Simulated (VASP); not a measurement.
Here is a VASP 6.6.1 calculation.

File INCAR:

```
  PREC = Accurate
  ENCUT = 600
  EDIFF = 1E-7
  ISMEAR = -1
  SIGMA = 0.02
  LREAL = False
  LASPH = True
  NELM = 60
  ALGO = Normal
  ISIF = 3
  LWAVE = False
  LCHARG = False
  GGA = PE
  IBRION = 2
  NSW = 80
  EDIFFG = -0.005
```

File KPOINTS:

```
Automatic mesh
0
Gamma
  10 10 10
```

The input POSCAR:

```
Al2BN3
1.0
   -1.3724218863      4.1172656590      1.9408976449
    1.3724218863     -4.1172656590      1.9408976449
    1.3724218863      4.1172656590     -1.9408976449
B N Al
1 3 2
Direct
    0.0000000000      0.0000000000      0.0000000000
    0.7500000000      0.2500000000      0.5000000000
    0.4166666667      0.2500000000      0.1666666667
    0.0833333333      0.2500000000      0.8333333333
    0.6666666667      0.0000000000      0.6666666667
    0.3333333333      0.0000000000      0.3333333333
```

Potentials or basis: VASP PAW PBE potentials, release 64 (B, N, Al).

The run is started by

```sh
$ cat potpaw_PBE.64/B/POTCAR potpaw_PBE.64/N/POTCAR potpaw_PBE.64/Al/POTCAR > POTCAR
$ mpirun -np 1 vasp_std > vasp.out
```

Q: Estimate the relaxed cell.

A: a = 5.082 Å, b = 5.082 Å, c = 5.082 Å, α = 146.54°, β = 60.47°, γ = 131.20°.

Q: Estimate the band gap on the k mesh.

A: 3.00 eV (least direct gap 3.22 eV).

Q: What does it give for the relaxed volume?

A: 8.99 Å³/atom.

Q: Estimate the space group after relaxing (to 0.1 Å).

A: Imm2 (No. 44).

Step by step:
| step | energy change (eV) | largest force (eV/Å) | pressure (GPa) | volume (Å³) |
| --- | --- | --- | --- | --- |
| 1 | 0.0000 | 7.7564 | 85.74 | 43.87 |
| 2 | 0.1923 | 3.8428 | -37.08 | 73.70 |
| 3 | -3.8650 | 1.3854 | -7.21 | 55.63 |
| 4 | -3.8939 | 1.3295 | -3.73 | 54.75 |
| 5 | -3.8975 | 1.2999 | -1.76 | 54.29 |
| 6 | -3.9834 | 0.3282 | 0.54 | 53.90 |
| 7 | -3.9864 | 0.1622 | 0.08 | 53.96 |
| 8 | -3.9902 | 0.0471 | -0.10 | 53.97 |
| 9 | -3.9902 | 0.0336 | -0.12 | 53.97 |
| 10 | -3.9905 | 0.0208 | 0.05 | 53.93 |
| 11 | -3.9905 | 0.0190 | 0.04 | 53.93 |
| 12 | -3.9905 | 0.0092 | 0.01 | 53.94 |
| 13 | -3.9905 | 0.0083 | -0.01 | 53.94 |
| 14 | -3.9905 | 0.0087 | 0.00 | 53.94 |
| 15 | -3.9905 | 0.0088 | 0.00 | 53.94 |
| 16 | -3.9905 | 0.0022 | 0.00 | 53.94 |

Caveat: the volume moved by over 15 % at a fixed basis, so the end points are rough. A k mesh can miss the band edges.
